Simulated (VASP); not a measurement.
Wanted: the native input for a VASP 6.6.1 run.

```yaml
Task: single point
Functional: HSE06
Potentials_or_basis: VASP PAW PBE potentials, release 64 (Zn, S)
Cutoff: 520 eV
k_mesh: 6 × 6 × 6
Occupations: gaussian, width 0.1 eV
Spin: no spin polarisation
Dipole_correction: no
Grid_for_exact_exchange_PRECFOCK: Normal
Further_INCAR_settings: ALGO = Normal; EDIFF = 1e-06; NBANDS = 16
Share_of_exact_exchange: 0.25
Screening_parameter: 0.2079 1/Å
```

The system is ZnS.

```xyz
2
Lattice="0.0000 2.7020 2.7020 2.7020 0.0000 2.7020 2.7020 2.7020 0.0000" Properties=species:S:1:pos:R:3 pbc="T T T"
Zn    1.3510    1.3510    1.3510
S     0.0000    0.0000    0.0000
```

These files were run (other wordings do the same):

POSCAR

```
ZnS
1.0
    0.0000000000      2.7020000000      2.7020000000
    2.7020000000      0.0000000000      2.7020000000
    2.7020000000      2.7020000000      0.0000000000
Zn S
1 1
Direct
    0.2500000000      0.2500000000      0.2500000000
    0.0000000000      0.0000000000      0.0000000000
```

INCAR.step1

```
SYSTEM = ZnS
PREC = Accurate ; ENCUT = 520
EDIFF = 1E-5 ; ISMEAR = 0
SIGMA = 0.1 ; LREAL = .False.
LASPH = .True. ; NELM = 100
ALGO = Normal ; ISIF = 2
LWAVE = .True. ; LCHARG = .False.
GGA = PE ; NBANDS = 16
```

INCAR.step2

```
SYSTEM = ZnS
PREC = Accurate ; ENCUT = 520
EDIFF = 1E-6 ; ISMEAR = 0
SIGMA = 0.1 ; LREAL = .False.
LASPH = .True. ; NELM = 100
ALGO = Normal ; ISIF = 2
LWAVE = .False. ; LCHARG = .False.
GGA = PE ; LHFCALC = .True.
HFSCREEN = 0.2079 ; PRECFOCK = Normal
ISTART = 1 ; NBANDS = 16
```

KPOINTS

```
regular mesh
0
Gamma
  6 6 6
  0 0 0
```

Potentials or basis: VASP PAW PBE potentials, release 64 (Zn, S).

Command:

```sh
$ cat potpaw_PBE.64/Zn/POTCAR potpaw_PBE.64/S/POTCAR > POTCAR
$ cp INCAR.step1 INCAR
$ mpirun -np 1 vasp_std > vasp.out
$ cp INCAR.step2 INCAR
$ mpirun -np 1 vasp_std > vasp.out
```

It gave:

```yaml
Pressure: 0.9 GPa
Band_gap_on_the_k_mesh: 3.33 eV
```

Caveat: the PAW data sets were made with another functional, which shifts forces and pressure a little.

It took 77 min on 1 thread of Intel Xeon 8259CL, on a shared host, peak memory 0.27 GiB.
